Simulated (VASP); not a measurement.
CoPtO2, 4 atoms in the cell. It takes space group R-3m (No. 166, trigonal). The conventional cell has a = 2.880 Å, b = 2.880 Å, c = 18.168 Å, α = 90.00°, β = 90.00°, γ = 120.00°. Pt (site symmetry -3m) has 2 O at 2.04 Å within 2.7 Å. Co (site symmetry -3m) has 6 O at 1.93 Å within 2.6 Å. Within 2.6 Å of O (site symmetry 3m) lie 3 Co at 1.93 Å and 1 Pt at 2.04 Å and 3 O at 2.58 Å. 

| Property | Result |
| --- | --- |
| Program | VASP 6.6.1 |
| Task | single point |
| Functional | PBEsol |
| Potentials or basis | VASP PAW PBE potentials, release 64 (Pt, Co, O) |
| Cutoff | 520 eV |
| k mesh | 11 × 11 × 11 |
| Occupations | fermi-dirac, width 0.05 eV |
| Spin | collinear spin, ferromagnetic start |
| Starting moments | [0.0, 2.0, 0.0, 0.0] μB |
| Dipole correction | no |
| Further INCAR settings | ALGO = Normal; EDIFF = 1e-06; NBANDS = 28 |

Potentials or basis: VASP PAW PBE potentials, release 64 (Pt, Co, O).

Run with:

```bash
$ cat potpaw_PBE.64/Pt/POTCAR potpaw_PBE.64/Co/POTCAR potpaw_PBE.64/O/POTCAR > POTCAR
$ mpirun -np 1 vasp_std > vasp.out
```

Hardware: 1 thread of Oxide Virtual Turin-like Processor (shared host).

Task: How long does it take, and how much memory?

Result: It took 37 min on 1 thread of Oxide Virtual Turin-like Processor, on a shared host, peak memory 0.58 GiB. Counts: scf iterations 17, k points 146.
